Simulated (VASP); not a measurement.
# Fe (Im-3m) in VASP: a series of runs, part 2 of 2

VASP 6.6.1. The steps go on from the part before.

## (3) Single point, PBE, collinear spin, ferromagnetic start

INCAR

```
SYSTEM = Fe
  PREC = Accurate
  ENCUT = 600
  EDIFF = 1E-6
  ISMEAR = -1
  SIGMA = 0.1
  LREAL = .False.
  LASPH = .True.
  NELM = 200
  ALGO = Normal
  ISIF = 2
  LWAVE = .False.
  LCHARG = .False.
  ISPIN = 2
  MAGMOM = 2.23
  LORBIT = 11
  LMAXMIX = 4
  GGA = PE
  NBANDS = 14
  GGA_COMPAT = .False.
```

KPOINTS

```
regular mesh
0
Gamma
  8 8 8
  0 0 0
```

POSCAR

```
Fe
1.0
   -1.3789360000      1.3789360000      1.3789360000
    1.3789360000     -1.3789360000      1.3789360000
    1.3789360000      1.3789360000     -1.3789360000
Fe
1
Direct
    0.0000000000      0.0000000000      0.0000000000
```

Potentials or basis: VASP PAW PBE potentials, release 64 (Fe).

On the command line:

```console
> cat potpaw_PBE.64/Fe/POTCAR > POTCAR
> mpirun -np 1 vasp_std > vasp.out
```

OUTCAR:

```text
SYSTEM = Fe
   PREC = Accurate
   ENCUT = 600
   EDIFF = 1E-6
   ISMEAR = -1
   LREAL = .False.
   LASPH = .True.
   NELM = 200
   ISIF = 2
   ISPIN = 2
   LORBIT = 11
   GGA = PE

 ion  position               nearest neighbor table
   1  0.000  0.000  0.000-

  LATTYP: Found a body centered cubic cell.
 ALAT       =     2.7578720000

  Lattice vectors:

 A1 = (  -1.3789360000,   1.3789360000,   1.3789360000)
 A2 = (   1.3789360000,  -1.3789360000,   1.3789360000)
 A3 = (   1.3789360000,   1.3789360000,  -1.3789360000)

Analysis of symmetry for initial positions (statically):
=====================================================================
 Subroutine PRICEL returns:
 Original cell was already a primitive cell.

 Routine SETGRP: Setting up the symmetry group for a
 body centered cubic supercell.

 Subroutine GETGRP returns: Found 48 space group operations
 (whereof 48 operations were pure point group operations)
 out of a pool of 48 trial point group operations.

The static configuration has the point symmetry O_h .

Analysis of symmetry for dynamics (positions and initial velocities):
=====================================================================
 Subroutine PRICEL returns:
 Original cell was already a primitive cell.

 Routine SETGRP: Setting up the symmetry group for a
 body centered cubic supercell.

 Subroutine GETGRP returns: Found 48 space group operations
 (whereof 48 operations were pure point group operations)
 out of a pool of 48 trial point group operations.

The dynamic configuration has the point symmetry O_h .

Analysis of structural, dynamic, and magnetic symmetry:
=====================================================================
 Subroutine PRICEL returns:
 Original cell was already a primitive cell.

 Routine SETGRP: Setting up the symmetry group for a
 body centered cubic supercell.

 Subroutine GETGRP returns: Found 48 space group operations
 (whereof 48 operations were pure point group operations)
 out of a pool of 48 trial point group operations.

The overall configuration has the point symmetry O_h .

 Subroutine INISYM returns: Found 48 space group operations
 (whereof 48 operations are pure point group operations),
 and found     1 'primitive' translations

----------------------------------------------------------------------------------------

                                     Primitive cell

  volume of cell :      10.4880

  direct lattice vectors                    reciprocal lattice vectors
    -1.378936000  1.378936000  1.378936000     0.000000000  0.362598409  0.362598409
     1.378936000 -1.378936000  1.378936000     0.362598409  0.000000000  0.362598409
     1.378936000  1.378936000 -1.378936000     0.362598409  0.362598409  0.000000000

  length of vectors
     2.388387212  2.388387212  2.388387212     0.512791588  0.512791588  0.512791588

  position of ions in fractional coordinates (direct lattice)
     0.000000000  0.000000000  0.000000000

  ion indices of the primitive-cell ions
   primitive index   ion index
                 1           1

----------------------------------------------------------------------------------------

 KPOINTS: regular mesh

Automatic generation of k-mesh.
 Grid dimensions read from file:
 generate k-points for:    8    8    8

 Generating k-lattice:

  Cartesian coordinates                     Fractional coordinates (reciprocal lattice)
     0.000000000  0.045324801  0.045324801     0.125000000  0.000000000  0.000000000
[... 72 lines left out ...]
   EMIN   =  10.00;   EMAX   =-10.00  energy-range for DOS
   EFERMI =   0.00;   METHOD = LEGACY
   ISMEAR =    -1;   SIGMA  =   0.10  broadening in eV -4-tet -1-fermi 0-gaus
   EFERMI_NEDOS =   21; number of points for ismear=-14 and -15
   IALGO  =     38    algorithm
   IMIX   =      4    mixing-type and parameters
     AMIX     =   0.40;   BMIX     =  1.00
     AMIX_MAG =   1.60;   BMIX_MAG =  1.00
  volume/ion in A,a.u.               =      10.49        70.78
  Fermi-wavevector in a.u.,A,eV,Ry     =   1.495802  2.826656 30.441989  2.237423
  Thomas-Fermi vector in A             =   2.607900
   LORBIT       =     11    0 simple, 1 ext, 2 COOP (PROOUT), +10 PAW based schemes
   GGA     = PE    functional components
   LHFCALC =     F    Hartree Fock is set to
   AEXX    =    0.0000 exact exchange contribution
   IVDW    =     0    specifies the selected vdW correction
   LEPSILON=     F    determine dielectric tensor
   LRPA    =     F    only Hartree local field effects (RPA)
 spin polarized calculation
  energy-cutoff  :      600.00
  volume of cell :       10.49
 maximum number of plane-waves:       370
   NGX =  9   NGY =  9   NGZ =  9

 number of electron       7.9999995 magnetization       1.9955051

 Free energy of the ion-electron system (eV)
  ---------------------------------------------------
  ext. energy  EPLUGINS =         0.00000000
  ---------------------------------------------------
  free energy    TOTEN  =        -8.20649173 eV

  energy without entropy =       -8.17566493  energy(sigma->0) =       -8.19107833

 E-fermi :   6.7571     XC(G=0): -13.5779

 val. band max:        6.7301183049   @ k =  -0.3750   0.3750   0.1250
 cond. band min:       6.7945298581   @ k =   0.3750   0.0000   0.0000
 fundamental gap:      0.0644115532
 Fermi energy:         6.7570851553

 spin component 1

 k-point     1 :       0.0000    0.0000    0.0000
  band No.  band energies     occupation
      1      -2.2211      1.00000
      2       4.2768      1.00000
      3       4.2768      1.00000
      4       4.2768      1.00000
      5       5.6303      0.99999
      6       5.6303      0.99999
      7      32.4924      0.00000
      8      32.4924      0.00000
      9      32.4924      0.00000
     10      38.1104      0.00000
     11      38.1104      0.00000
     12      40.9378      0.00000
     13      40.9378      0.00000
     14      40.9378      0.00000
[... 379 lines left out ...]
      3       4.7836      1.00000
      4       5.2650      1.00000
      5       6.5858      0.84720
      6       9.3362      0.00000
      7      19.3264      0.00000
      8      22.4070      0.00000
      9      25.0227      0.00000
     10      28.7338      0.00000
     11      39.1966      0.00000
     12      40.9335      0.00000
     13      44.1712      0.00000
     14      48.9076      0.00000

 [... further k-points ...]

 spin component 2

 k-point     1 :       0.0000    0.0000    0.0000
  band No.  band energies     occupation
      1      -2.0555      1.00000
      2       5.9682      0.99963
      3       5.9684      0.99962
      4       5.9684      0.99962
      5       8.2456      0.00000
      6       8.2458      0.00000
      7      32.2722      0.00000
      8      32.2722      0.00000
      9      32.2722      0.00000
     10      38.3533      0.00000
     11      38.3533      0.00000
     12      41.5251      0.00000
     13      41.5252      0.00000
     14      41.5252      0.00000
[... 379 lines left out ...]
      3       6.4191      0.96706
      4       7.0360      0.05793
      5       8.4784      0.00000
      6      10.8030      0.00000
      7      20.0918      0.00000
      8      22.9388      0.00000
      9      25.6729      0.00000
     10      29.1929      0.00000
     11      39.9286      0.00000
     12      41.3266      0.00000
     13      44.6422      0.00000
     14      49.3247      0.00000

 [... further k-points ...]

------------------------ aborting loop because EDIFF is reached ----------------------------------------

  FORCE on cell =-STRESS in cart. coord.  units (eV):
  Direction    XX          YY          ZZ          XY          YZ          ZX
  --------------------------------------------------------------------------------------
  -------------------------------------------------------------------------------------
  Total        1.1341566      1.1341566      1.1341566      0.0000000     -0.0000000      0.0000000
  in kB      173.2572016    173.2572016    173.2572016      0.0000000     -0.0000000      0.0000000
  external PRESSURE =     173.2572016 kB  Pullay stress =       0.0000000 kB

 VOLUME and BASIS-vectors are now :
 -----------------------------------------------------------------------------
  energy-cutoff  :      600.00
  volume of cell :       10.49
      direct lattice vectors                 reciprocal lattice vectors
    -1.378936000  1.378936000  1.378936000     0.000000000  0.362598409  0.362598409
     1.378936000 -1.378936000  1.378936000     0.362598409  0.000000000  0.362598409
     1.378936000  1.378936000 -1.378936000     0.362598409  0.362598409  0.000000000

 POSITION                                       TOTAL-FORCE (eV/Angst)
 -----------------------------------------------------------------------------------
      0.00000      0.00000      0.00000         0.000000     -0.000000      0.000000
 -----------------------------------------------------------------------------------
    total drift:                                0.000000     -0.000000      0.000000

  FREE ENERGIE OF THE ION-ELECTRON SYSTEM (eV)
  ---------------------------------------------------
  free  energy   TOTEN  =        -8.2064917262 eV

  energy  without entropy=       -8.1756649256  energy(sigma->0) =       -8.19107833

 total charge

# of ion       s       p       d       tot
------------------------------------------
    1        0.522   0.615   6.312   7.449

 magnetization (x)

# of ion       s       p       d       tot
------------------------------------------
    1       -0.014  -0.059   2.053   1.980
```

It took 47 s on 1 thread of Intel Xeon 8259CL, shared host; peak memory 0.13 GiB.

What came out:

- Free energy: -8.2065 eV
- Pressure: 17.3 GPa
- Band gap on the k mesh: zero (filled and empty bands overlap)
- Net moment: 2.00 μB per cell
- Site moments: Fe +1.98 μB
- Valence electrons inside the program's atomic spheres: Fe 7.45

Caveat: the k points lie up to 0.40 Å⁻¹ apart, too coarse for converged energies and pressures of a metal.
